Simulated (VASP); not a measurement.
A run of VASP 6.6.1 is set up as follows.

File INCAR:

```
SYSTEM = ZnO
PREC = Accurate
ENCUT = 520
EDIFF = 1E-8
ISMEAR = -1
SIGMA = 0.02
LREAL = .FALSE.
LASPH = .TRUE.
NELM = 100
ALGO = Normal
ISIF = 2
LWAVE = .FALSE.
LCHARG = .FALSE.
GGA = CA
LEFG = .TRUE.
NBANDS = 26
```

KPOINTS

```
Automatic mesh
0
G
  11 11 6
  0 0 0
```

The input POSCAR:

```
ZnO
1.0
    3.2385310885      0.0000000000      0.0000000000
   -1.6192655442      2.8046501935      0.0000000000
    0.0000000000      0.0000000000      5.1863958566
Zn O
2 2
Direct
    0.3333333333      0.6666666667      0.0000000000
    0.6666666667      0.3333333333      0.5000000000
    0.3333333333      0.6666666667      0.3821000000
    0.6666666667      0.3333333333      0.8821000000
```

Potentials or basis: VASP PAW LDA potentials, release 64 (Zn, O).

The run is started by

```sh
$ cat potpaw_LDA.64/Zn/POTCAR potpaw_LDA.64/O/POTCAR > POTCAR
$ mpirun -np 1 vasp_std > vasp.out
```

Question: What does it give for the band gap on the k mesh?

Answer: 0.76 eV.

Question: What does it give for the largest force?

Answer: 0.041 eV/Å.

Question: What does it give for the pressure?

Answer: -4.6 GPa.

Forces on the atoms (eV/Å):
```
Zn   0.000  0.000  0.041
Zn   0.000  0.000  0.041
O    0.000  0.000 -0.041
O    0.000  0.000 -0.041
```

Caveat: the cell stands under tension; semilocal functionals underestimate gaps, and a narrow one can read as zero; without QUAD_EFG the Cq values of the log hold for a quadrupole moment of 1 mb, not for the nuclei.
